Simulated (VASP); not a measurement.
A run of VASP 6.6.1:

INCAR

```
ALGO = Normal
EDIFF = 1E-7
ENCUT = 520
GGA = CA
GGA_COMPAT = F
ISIF = 2
ISMEAR = 0
LASPH = T
LCHARG = F
LORBIT = 11
LORBMOM = T
LREAL = F
LSORBIT = T
LWAVE = F
MAGMOM = 0 0 0 0 0 0
NBANDS = 30
NELM = 150
PREC = Accurate
SIGMA = 0.01
```

File KPOINTS:

```
k-points
0
Gamma
  10 10 10
```

File POSCAR:

```
GaN
1.0
    0.0000000000      2.2277045316      2.2165660090
    2.2277045316      0.0000000000      2.2165660090
    2.2277045316      2.2277045316      0.0000000000
Ga N
1 1
Direct
    0.0000000000      0.0000000000      0.0000000000
    0.2500000000      0.2500000000      0.2500000000
```

Potentials or basis: VASP PAW LDA potentials, release 64 (Ga_d, N).

Command:

```console
$ cat potpaw_LDA.64/Ga_d/POTCAR potpaw_LDA.64/N/POTCAR > POTCAR
$ mpirun -np 1 vasp_ncl > vasp.out
```

Hardware: 1 thread of Intel(R) Xeon(R) 6975P-C (Granite Rapids), on a shared host.

**Question.** Estimate the wall time of this run.

**Answer.** Wall time 110 s on 1 thread of Intel(R) Xeon(R) 6975P-C (Granite Rapids), with other jobs on the host, peak memory 0.27 GiB. Counts: scf iterations 16, k points 158.
